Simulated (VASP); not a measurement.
# TiAl3Ni2 (P-3m1) in VASP: notebook

Runs on TiAl3Ni2. Level: PBE. Tasks: single point, relaxation of shape and atoms at fixed volume.

All numbers are computed with VASP 6.6.1; they aren't measurements. Logs are shortened: lines on timing, memory, paths and dates and some standing lists are left out, and cuts for length are marked.

## 1. The cell of the first run

Symmetry: P-3m1, No. 164, trigonal system. The conventional cell has a = 4.256 Å, b = 4.256 Å, c = 5.560 Å, α = 90.00°, β = 90.00°, γ = 120.00°. Ti (site symmetry -3m) has 8 Al at 2.78 to 2.81 Å and 6 Ni at 2.82 Å within 3.7 Å. Within 3.2 Å of Al (site symmetry 3m) lie 5 Ni at 2.46 to 2.81 Å and 3 Ti at 2.81 Å and 3 Al at 2.84 Å. Within 3.7 Å of Al (site symmetry -3m) lie 2 Ti at 2.78 Å and 6 Ni at 2.82 Å and 6 Al at 2.84 Å. Within 3.2 Å of Ni (site symmetry 3m) lie 8 Al at 2.46 to 2.82 Å and 3 Ti at 2.82 Å.

## 2. Single point, PBE (14.53 Å³/atom)

The input, INCAR:

```
ALGO     = Fast           # electronic algorithm
EDIFF    = 1E-6           # SCF threshold, eV
ENCUT    = 520            # plane-wave cutoff, eV
GGA      = PE             # functional
ISIF     = 2              # what is computed and relaxed
ISMEAR   = 0              # smearing method
LASPH    = T              # aspherical terms in the spheres
LCHARG   = F              # write CHGCAR
LREAL    = F              # projectors in reciprocal space
LWAVE    = F              # write WAVECAR
NBANDS   = 30             # bands
NELM     = 100            # most SCF steps
PREC     = Accurate       # precision mode
SIGMA    = 0.1            # smearing width, eV
```

The input, KPOINTS:

```
k-points
0
Gamma
  12 12 8
```

The input, POSCAR:

```
TiAl3Ni2
1.0
    4.2555160050      0.0000000294      0.0000000000
   -2.1277580279      3.6853849518      0.0000000000
    0.0000000000      0.0000000000      5.5604478160
Ti Al Ni
1 3 2
Direct
    0.0000000000      0.0000000000      0.5000000000
    0.3333333333      0.6666666667      0.2558476819
    0.6666666667      0.3333333333      0.7441523181
    0.0000000000      0.0000000000      0.0000000000
    0.3333333333      0.6666666667      0.7498095243
    0.6666666667      0.3333333333      0.2501904757
```

Potentials or basis: VASP PAW PBE potentials, release 64 (Ti_sv, Al, Ni).

Started as:

```console
$ cat potpaw_PBE.64/Ti_sv/POTCAR potpaw_PBE.64/Al/POTCAR potpaw_PBE.64/Ni/POTCAR > POTCAR
$ mpirun -np 1 vasp_std > vasp.out
```

OUTCAR:

```text
EDIFF = 1E-6
   ENCUT = 520
   GGA = PE
   ISIF = 2
   ISMEAR = 0
   LASPH = T
   LREAL = F
   NELM = 100
   PREC = Accurate

 ion  position               nearest neighbor table
   1  0.000  0.000  0.500-   4 2.78   4 2.78   2 2.81   3 2.81   2 2.81   3 2.81   3 2.81   2 2.81
                             6 2.82   5 2.82   6 2.82   5 2.82   6 2.82   5 2.82
   2  0.333  0.667  0.256-   6 2.46   6 2.46   6 2.46   5 2.75   1 2.81   1 2.81   1 2.81   5 2.81
                             4 2.84   4 2.84   4 2.84
   3  0.667  0.333  0.744-   5 2.46   5 2.46   5 2.46   6 2.75   1 2.81   1 2.81   1 2.81   6 2.81
                             4 2.84   4 2.84   4 2.84
   4  0.000  0.000  0.000-   1 2.78   1 2.78   6 2.82   5 2.82   5 2.82   6 2.82   6 2.82   5 2.82
                             3 2.84   2 2.84   2 2.84   3 2.84   2 2.84   3 2.84
   5  0.333  0.667  0.750-   3 2.46   3 2.46   3 2.46   2 2.75   2 2.81   1 2.82   1 2.82   1 2.82
                             4 2.82   4 2.82   4 2.82
   6  0.667  0.333  0.250-   2 2.46   2 2.46   2 2.46   3 2.75   3 2.81   1 2.82   1 2.82   1 2.82
                             4 2.82   4 2.82   4 2.82

  LATTYP: Found a hexagonal cell.
 ALAT       =     4.2555160050
 C/A-ratio  =     1.3066447898

  Lattice vectors:

 A1 = (   4.2555160050,   0.0000000294,   0.0000000000)
 A2 = (  -2.1277580279,   3.6853849518,   0.0000000000)
 A3 = (   0.0000000000,   0.0000000000,   5.5604478160)

Analysis of symmetry for initial positions (statically):
=====================================================================
 Subroutine PRICEL returns:
 Original cell was already a primitive cell.

 Routine SETGRP: Setting up the symmetry group for a
 hexagonal supercell.

 Subroutine GETGRP returns: Found 12 space group operations
 (whereof 12 operations were pure point group operations)
 out of a pool of 24 trial point group operations.

The static configuration has the point symmetry D_3d.

Analysis of symmetry for dynamics (positions and initial velocities):
=====================================================================
 Subroutine PRICEL returns:
 Original cell was already a primitive cell.

 Routine SETGRP: Setting up the symmetry group for a
 hexagonal supercell.

 Subroutine GETGRP returns: Found 12 space group operations
 (whereof 12 operations were pure point group operations)
 out of a pool of 24 trial point group operations.

The dynamic configuration has the point symmetry D_3d.

 Subroutine INISYM returns: Found 12 space group operations
 (whereof 12 operations are pure point group operations),
 and found     1 'primitive' translations

----------------------------------------------------------------------------------------

                                     Primitive cell

  volume of cell :      87.2057

  direct lattice vectors                    reciprocal lattice vectors
     4.255516005  0.000000029  0.000000000     0.234989128  0.135671039  0.000000000
    -2.127758028  3.685384952  0.000000000    -0.000000002  0.271342074  0.000000000
     0.000000000  0.000000000  5.560447816     0.000000000  0.000000000  0.179841630

  length of vectors
     4.255516005  4.255516005  5.560447816     0.271342074  0.271342074  0.179841630

  position of ions in fractional coordinates (direct lattice)
     0.000000000  0.000000000  0.500000000
     0.333333333  0.666666667  0.255847682
     0.666666667  0.333333333  0.744152318
     0.000000000  0.000000000  0.000000000
     0.333333333  0.666666667  0.749809524
     0.666666667  0.333333333  0.250190476

  ion indices of the primitive-cell ions
   primitive index   ion index
                 1           1
                 2           2
                 3           3
                 4           4
                 5           5
                 6           6

----------------------------------------------------------------------------------------

 KPOINTS: k-points

Automatic generation of k-mesh.
 Grid dimensions read from file:
 generate k-points for:   12   12    8

 Generating k-lattice:

  Cartesian coordinates                     Fractional coordinates (reciprocal lattice)
     0.019582427  0.011305920  0.000000000     0.083333333  0.000000000  0.000000000
    -0.000000000  0.022611839  0.000000000     0.000000000  0.083333333  0.000000000
     0.000000000  0.000000000  0.022480204     0.000000000  0.000000000  0.125000000

  Length of vectors
     0.022611839  0.022611839  0.022480204

  Shift w.r.t. Gamma in fractional coordinates (k-lattice)
     0.000000000  0.000000000  0.000000000

 Subroutine IBZKPT returns following result:
 ===========================================

 Found    131 irreducible k-points:

 Following reciprocal coordinates:
            Coordinates               Weight
  0.000000  0.000000  0.000000      1.000000
  0.083333  0.000000  0.000000      6.000000
  0.166667  0.000000  0.000000      6.000000
  0.250000  0.000000  0.000000      6.000000
  0.333333  0.000000  0.000000      6.000000
  0.416667  0.000000  0.000000      6.000000
[... 16 lines left out ...]
  0.166667  0.000000  0.125000      6.000000
 -0.000000  0.166667  0.125000      6.000000
 [... further k-points ...]
   k-points           NKPTS =    131   k-points in BZ     NKDIM =    131   number of bands    NBANDS=     30
   number of dos      NEDOS =    301   number of ions     NIONS =      6
   total plane-waves  NPLWV =  43008
   dimension x,y,z NGX =    32 NGY =   32 NGZ =   42
   dimension x,y,z NGXF=    64 NGYF=   64 NGZF=   84
   ions per type =               1   3   2
   NGX,Y,Z   is equivalent  to a cutoff of  12.50, 12.50, 12.56 a.u.
   NGXF,Y,Z  is equivalent  to a cutoff of  25.00, 25.00, 25.11 a.u.
 SYSTEM =  unknown system
   PREC   = accura    normal or accurate (medium, high low for compatibility)
   ISTART =      0    job   : 0-new  1-cont  2-samecut
   ICHARG =      2    charge: 1-file 2-atom 10-const
   ISPIN  =      1    spin polarized calculation?
   LNONCOLLINEAR =      F non collinear calculations
   LSORBIT =      F    spin-orbit coupling
   LASPH  =      T    aspherical Exc in radial PAW
   ENCUT  =  520.0 eV  38.22 Ry    6.18 a.u.   7.91  7.91 10.34*2*pi/ulx,y,z
   NELM   =    100;   NELMIN=  2; NELMDL= -5     # of ELM steps
   EDIFF  = 0.1E-05   stopping-criterion for ELM
   LREAL  =      F    real-space projection
   EDIFFG = 0.1E-04   stopping-criterion for IOM
   NSW    =      0    number of steps for IOM
   IBRION =     -1    ionic relax: 0-MD 1-quasi-New 2-CG
   NFREE  =      0    steps in history (QN), initial steepest desc. (CG)
   ISIF   =      2    stress and relaxation
   ISYM   =      2    0-nonsym 1-usesym 2-fastsym
   POTIM  = 0.5000    time-step for ionic-motion
   TEBEG  =    0.0;   TEEND  =   0.0 temperature during run
   PSTRESS=    0.0 pullay stress
   NELECT =      41.0000    total number of electrons
   NUPDOWN=      -1.0000    fix difference up-down
   EMIN   =  10.00;   EMAX   =-10.00  energy-range for DOS
   EFERMI =   0.00;   METHOD = LEGACY
   ISMEAR =     0;   SIGMA  =   0.10  broadening in eV -4-tet -1-fermi 0-gaus
   EFERMI_NEDOS =   21; number of points for ismear=-14 and -15
   IALGO  =     68    algorithm
   IMIX   =      4    mixing-type and parameters
     AMIX     =   0.40;   BMIX     =  1.00
     AMIX_MAG =   1.60;   BMIX_MAG =  1.00
  volume/ion in A,a.u.               =      14.53        98.08
  Fermi-wavevector in a.u.,A,eV,Ry     =   1.272979  2.405581 22.047901  1.620475
  Thomas-Fermi vector in A             =   2.405827
   LORBIT       =      0    0 simple, 1 ext, 2 COOP (PROOUT), +10 PAW based schemes
   GGA     = PE    functional components
   LHFCALC =     F    Hartree Fock is set to
   AEXX    =    0.0000 exact exchange contribution
   IVDW    =     0    specifies the selected vdW correction
   LEPSILON=     F    determine dielectric tensor
   LRPA    =     F    only Hartree local field effects (RPA)
 non-spin polarized calculation
 RMM-DIIS sequential band-by-band and
 Gauss-broadening in eV      SIGMA  =   0.10
  energy-cutoff  :      520.00
  volume of cell :       87.21
 maximum number of plane-waves:      2379
   NGX = 15   NGY = 15   NGZ = 21

 number of electron      40.9999986 magnetization

 Free energy of the ion-electron system (eV)
  ---------------------------------------------------
  ext. energy  EPLUGINS =         0.00000000
  ---------------------------------------------------
  free energy    TOTEN  =       -32.96581615 eV

  energy without entropy =      -32.94731248  energy(sigma->0) =      -32.95656432

 E-fermi :   8.3936     XC(G=0): -11.2664

 val. band max:        8.3893438044   @ k =   0.2500   0.0000   0.0000
 cond. band min:       8.3981998803   @ k =   0.3333   0.0000   0.1250
 fundamental gap:      0.0088560759
 Fermi energy:         8.3935686712

 k-point     1 :       0.0000    0.0000    0.0000
  band No.  band energies     occupation
      1     -48.6464      2.00000
      2     -24.9444      2.00000
      3     -24.9444      2.00000
      4     -24.8387      2.00000
      5      -1.4545      2.00000
      6       2.6749      2.00000
[... 22 lines left out ...]
     29      12.9378      0.00000
     30      13.0881      0.00000

 k-point     2 :       0.0833    0.0000    0.0000
  band No.  band energies     occupation
      1     -48.6463      2.00000
      2     -24.9451      2.00000
      3     -24.9446      2.00000
      4     -24.8386      2.00000
      5      -1.3759      2.00000
      6       2.7258      2.00000
[... 22 lines left out ...]
     29      12.9651      0.00000
     30      13.1997      0.00000

 k-point     3 :       0.1667    0.0000    0.0000
  band No.  band energies     occupation
      1     -48.6463      2.00000
      2     -24.9471      2.00000
      3     -24.9451      2.00000
      4     -24.8383      2.00000
      5      -1.1416      2.00000
      6       2.8694      2.00000
[... 682 lines left out ...]
     29      13.0129      0.00000
     30      13.3875      0.00000

 k-point    24 :      -0.0000    0.1667    0.1250
  band No.  band energies     occupation
      1     -48.6463      2.00000
      2     -24.9470      2.00000
      3     -24.9451      2.00000
      4     -24.8384      2.00000
      5      -1.0697      2.00000
      6       2.3693      2.00000
[... 22 lines left out ...]
     29      12.9506      0.00000
     30      13.3486      0.00000

 [... further k-points ...]

------------------------ aborting loop because EDIFF is reached ----------------------------------------

  FORCE on cell =-STRESS in cart. coord.  units (eV):
  Direction    XX          YY          ZZ          XY          YZ          ZX
  --------------------------------------------------------------------------------------
  -------------------------------------------------------------------------------------
  Total       -3.6586956     -3.6586956     -3.7093519     -0.0000000     -0.0000000      0.0000000
  in kB      -67.2189929    -67.2189929    -68.1496714     -0.0000000     -0.0000000      0.0000000
  external PRESSURE =     -67.5292191 kB  Pullay stress =       0.0000000 kB

 VOLUME and BASIS-vectors are now :
 -----------------------------------------------------------------------------
  energy-cutoff  :      520.00
  volume of cell :       87.21
      direct lattice vectors                 reciprocal lattice vectors
     4.255516005  0.000000029  0.000000000     0.234989128  0.135671039  0.000000000
    -2.127758028  3.685384952  0.000000000    -0.000000002  0.271342074  0.000000000
     0.000000000  0.000000000  5.560447816     0.000000000  0.000000000  0.179841630

 POSITION                                       TOTAL-FORCE (eV/Angst)
 -----------------------------------------------------------------------------------
      0.00000      0.00000      2.78022        -0.000000      0.000000      0.000000
     -0.00000      2.45692      1.42263        -0.000000     -0.000000      0.006099
      2.12776      1.22846      4.13782        -0.000000     -0.000000     -0.006099
      0.00000      0.00000      0.00000        -0.000000      0.000000      0.000000
     -0.00000      2.45692      4.16928         0.000000      0.000000      0.003290
      2.12776      1.22846      1.39117         0.000000      0.000000     -0.003290
 -----------------------------------------------------------------------------------
    total drift:                               -0.000000      0.000000      0.000000

  FREE ENERGIE OF THE ION-ELECTRON SYSTEM (eV)
  ---------------------------------------------------
  free  energy   TOTEN  =       -32.9658161508 eV

  energy  without entropy=      -32.9473124803  energy(sigma->0) =      -32.95656432
```

Wall time 11 min (1 thread of Intel Xeon Platinum 8488C (Sapphire Rapids), shared host); peak memory 0.44 GiB.

Results:

```yaml
Free_energy: -32.9658 eV
Pressure: -6.8 GPa
Largest_force: 0.006 eV/Å
Band_gap_on_the_k_mesh: zero (an odd number of electrons rules out a gap without spin polarisation)
```

Forces in eV/Å, atoms in the order of the input:
```
Ti   0.000  0.000  0.000
Al   0.000  0.000  0.006
Al   0.000  0.000 -0.006
Al   0.000  0.000  0.000
Ni   0.000  0.000  0.003
Ni   0.000  0.000 -0.003
```

Caveat: the cell stands under tension. Spin polarisation is off, so any magnetic state and its effect on volume and gap are missing.

(Part 1 of 2 ends here.)
